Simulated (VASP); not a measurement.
Si3Sn:

```
Si Sn
1.0
     2.97923   -4.03493    0.00000
     2.97923    4.03493    0.00000
     0.00000    0.00000    3.06380
Si Sn
3 1
Direct
  0.00000 0.00000 0.00000
  0.00000 0.50000 0.50000
  0.50000 0.00000 0.50000
  0.50000 0.50000 0.00000
```

| Quantity | Value |
| --- | --- |
| Program | VASP 6.6.1 |
| Task | relaxation of cell and atoms |
| Functional | PBE |
| Potentials or basis | VASP PAW PBE potentials, release 64 (Si, Sn_d) |
| Cutoff | 600 eV |
| k mesh | 10 × 10 × 16 |
| Occupations | gaussian, width 0.1 eV |
| Spin | no spin polarisation |

At the start: pressure 0.7 GPa; volume 18.41 Å³/atom.

Q: Where does the relaxation end?

A: Over 23 steps the energy falls by 51.0 meV/atom and the volume is 18.37 Å³/atom (-0.2 %); space group Cmmm (No. 65, to 0.1 Å) before and after.

Step by step:
| step | energy change (eV) | largest force (eV/Å) | pressure (GPa) | volume (Å³) |
| --- | --- | --- | --- | --- |
| 1 | 0.0000 | 0.0000 | 0.74 | 73.66 |
| 2 | -0.0144 | 0.0000 | -0.06 | 74.56 |
| 3 | -0.0254 | 0.0000 | -1.52 | 76.24 |
| 4 | -0.0365 | 0.0000 | -1.33 | 75.94 |
| 5 | -0.0681 | 0.0000 | -0.67 | 75.02 |
| 6 | -0.1463 | 0.0000 | 0.53 | 72.94 |
| 7 | -0.0287 | 0.0000 | 6.95 | 67.92 |
| 8 | -0.1799 | 0.0000 | 2.27 | 71.17 |
| 9 | -0.1853 | 0.0000 | 2.11 | 71.38 |
| 10 | -0.1859 | 0.0000 | 2.04 | 71.46 |
| 11 | -0.1926 | 0.0000 | 1.41 | 72.03 |
| 12 | -0.1995 | 0.0000 | -0.36 | 73.74 |
| 13 | -0.1997 | 0.0000 | -0.08 | 73.49 |
| 14 | -0.1996 | 0.0000 | -0.16 | 73.53 |
| 15 | -0.2001 | 0.0000 | -0.14 | 73.52 |
| 16 | -0.2014 | 0.0000 | -0.10 | 73.48 |
| 17 | -0.2031 | 0.0000 | -0.01 | 73.41 |
| 18 | -0.2036 | 0.0000 | 0.29 | 73.23 |
| 19 | -0.2037 | 0.0000 | 0.13 | 73.32 |
| 20 | -0.2037 | 0.0000 | 0.18 | 73.30 |
| 21 | -0.2038 | 0.0000 | 0.23 | 73.27 |
| 22 | -0.2037 | 0.0000 | -0.20 | 73.73 |
| 23 | -0.2039 | 0.0000 | 0.05 | 73.49 |

Final structure:
```yaml
crystal:
  lattice:
    - [2.94106, -3.48281, 0.00000]
    - [2.94106, 3.48281, 0.00000]
    - [0.00000, 0.00000, 3.58747]
  atoms:
    - { symbol: Si, position: [0.00000, 0.00000, 0.00000] }
    - { symbol: Si, position: [0.00000, 0.50000, 0.50000] }
    - { symbol: Si, position: [0.50000, 0.00000, 0.50000] }
    - { symbol: Sn, position: [0.50000, 0.50000, 0.00000] }
```

Caveat: the highest band is partly filled, so the run has too few bands; a cell axis changed by over 15 % at a fixed basis, so the end point is rough.
